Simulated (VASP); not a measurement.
A run of VASP 6.6.1:

The input INCAR:

```
SYSTEM = Cd2Se3
  ALGO = Normal
  EDIFF = 1E-6
  ENCUT = 520
  GGA = PE
  ISIF = 2
  ISMEAR = 0
  LASPH = .True.
  LCHARG = .True.
  LELF = .True.
  LREAL = .False.
  LVHAR = .True.
  LWAVE = .False.
  NBANDS = 29
  NELM = 100
  PREC = Accurate
  SIGMA = 0.1
```

File KPOINTS:

```
k-points
0
Gamma
  12 12 4
  0 0 0
```

The input POSCAR:

```
Cd2Se3
1.0
    4.4592549759      0.0000000000      0.0000000000
   -2.2296274880      3.8618280911      0.0000000000
    0.0000000000      0.0000000000      9.4369496176
Cd Se
2 3
Direct
    0.3333333333      0.6666666667      0.0917436996
    0.0000000000      0.0000000000      0.4605374690
    0.3333333333      0.6666666667      0.3799047168
    0.0000000000      0.0000000000     -0.0009256611
    0.0000000000      0.0000000000      0.7497397759
```

Potentials or basis: VASP PAW PBE potentials, release 64 (Cd, Se).

The run is started by

```bash
$ cat potpaw_PBE.64/Cd/POTCAR potpaw_PBE.64/Se/POTCAR > POTCAR
$ mpirun -np 1 vasp_std > vasp.out
```

Hardware: 1 thread of Intel(R) Xeon(R) Platinum 8488C (Sapphire Rapids), on a shared host.

Q: Estimate the wall time of this run.

A: Wall time 5 min on 1 thread of Intel(R) Xeon(R) Platinum 8488C (Sapphire Rapids) (shared host), peak memory 0.46 GiB. Counts: scf iterations 16, k points 69.
